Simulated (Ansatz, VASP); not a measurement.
# One calculation of NaB, two programs

File INCAR:

```
SYSTEM = NaB
ALGO = Normal ; EDIFF = 1E-6
ENCUT = 520 ; GGA = PE
ISIF = 2 ; ISMEAR = 0
LASPH = .True. ; LCHARG = .False.
LREAL = .False. ; LWAVE = .False.
NBANDS = 12 ; NELM = 100
PREC = Accurate ; SIGMA = 0.05
```

File KPOINTS:

```
k-points
0
Gamma
  11 11 11
  0 0 0
```

The input POSCAR:

```
NaB
1.0
    3.7955640000      0.0000000000      0.0000000000
    1.8977820000      3.2870548457      0.0000000000
    1.8977820000      1.0956849486      3.0990650287
Na B
1 1
Direct
    0.0000000000      0.0000000000      0.0000000000
    0.5000000000      0.5000000000      0.5000000000
```

Input for Ansatz:

```yaml
crystal:
  lattice:
    - [3.795564, 0.0, 0.0]
    - [1.8977820000000005, 3.287054845689679, 0.0]
    - [1.8977820000000005, 1.0956849485632265, 3.099065028692363]
  atoms:
    - { symbol: Na, position: [0.0, 0.0, 0.0] }
    - { symbol: B, position: [0.5, 0.5000000000000001, 0.49999999999999994] }
kpoints:
  mp_grid:
    grid: [11, 11, 11]
hamiltonian:
  xc: pbe
scf:
  occupations:
    method: gaussian
    width: 0.05
output:
  stress: true
```

Alike in both runs: task single point; functional PBE; k mesh 11 × 11 × 11; occupations gaussian, width 0.05 eV; no spin polarisation.

|  | VASP | Ansatz |
| --- | --- | --- |
| version | VASP 6.6.1 | Ansatz 0.2.0 |
| potentials or method | VASP PAW PBE potentials, release 64 (Na_pv, B) | plane waves, PAW |
| plane-wave cutoff (eV) | 520 | 420 |
| valence electrons in the cell | 10 | 12 |

VASP gave:

- pressure (GPa): 0.3

Q: What did Ansatz give for the same quantities?

A: Pressure (GPa): 0.2.

VASP's potentials hold 10 valence electrons a cell and Ansatz's 12, so a difference there can come from the potentials and not from the codes.
